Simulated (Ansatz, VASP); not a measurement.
# One calculation of NaGeF3, two programs

The input POSCAR:

```
NaGeF3
1.0
    4.4345959620      0.0000000000      0.0000000000
    0.0000000000      4.4345959620      0.0000000000
    0.0000000000      0.0000000000      4.3021323748
Na Ge F
1 1 3
Direct
    0.0000000000      0.0000000000      0.0000000000
    0.5000000000      0.5000000000      0.5000000000
    0.5000000000      0.5000000000      0.0000000000
    0.5000000000      0.0000000000      0.5000000000
    0.0000000000      0.5000000000      0.5000000000
```

Contents of INCAR.step1:

```
  PREC = Accurate
  ENCUT = 520
  ISMEAR = 0
  SIGMA = 0.01
  LREAL = False
  LASPH = True
  NELM = 60
  NBANDS = 29
  GGA = PE
  ALGO = Normal
  EDIFF = 1E-4
  LWAVE = True
  LCHARG = False
```

Contents of INCAR.step2:

```
  PREC = Accurate
  ENCUT = 520
  EDIFF = 1E-7
  ISMEAR = 0
  SIGMA = 0.01
  LREAL = False
  LASPH = True
  NELM = 60
  ALGO = Normal
  ISIF = 2
  LWAVE = False
  LCHARG = False
  METAGGA = R2SCAN
  LMIXTAU = True
  NBANDS = 29
  ISTART = 1
```

Contents of KPOINTS:

```
Automatic mesh
0
Gamma
  6 6 6
```

Input for Ansatz:

```yaml
crystal:
  lattice:
    - [4.434595962, 0.0, 0.0]
    - [0.0, 4.434595962, 0.0]
    - [0.0, 0.0, 4.3021323748]
  atoms:
    - { symbol: Na, position: [0.0, 0.0, 0.0] }
    - { symbol: Ge, position: [0.5, 0.5, 0.5] }
    - { symbol: F, position: [0.5, 0.5, 0.0] }
    - { symbol: F, position: [0.5, 0.0, 0.5] }
    - { symbol: F, position: [0.0, 0.5, 0.5] }
kpoints:
  mp_grid: { grid: [6, 6, 6] }
  band_path:
    path: [[0.0, 0.0, 0.0], [0.0, 0.5, 0.0], [0.5, 0.5, 0.0], [0.5, 0.5, 0.5]]
    npoints: 1
hamiltonian:
  xc: r2scan
scf:
  occupations: { method: fixed }
  n_extra_bands: 5
output:
  forces: true
  stress: true
  eigenvalues: true
```

Change from the starting cell: epitaxial_xy strain +2.0%.

Alike in both runs: task single point; functional r2SCAN; k mesh 6 × 6 × 6; no spin polarisation.

|  | VASP | Ansatz |
| --- | --- | --- |
| version | VASP 6.6.1 | Ansatz 0.2.0 |
| potentials or method | VASP PAW PBE potentials, release 64 (Na_pv, Ge_d, F) | plane waves, PAW |
| plane-wave cutoff (eV) | 520 | 500 |
| occupations | gaussian, width 0.01 eV | fixed |
| valence electrons in the cell | 42 | 44 |

|  | VASP | Ansatz | Ansatz less VASP |
| --- | --- | --- | --- |
| gap on the k mesh at the Fermi level (eV) | 1.92 | 1.90 | -0.017 |
| pressure (GPa) | -1.6 | -1.4 | +0.21 |
| traceless stress, the component that is largest in VASP (GPa) | 1.44 | 1.44 | -0.007 |

VASP's potentials were made for PBE, not for r2SCAN. VASP's potentials hold 42 valence electrons a cell and Ansatz's 44, so a difference there can come from the potentials and not from the codes.
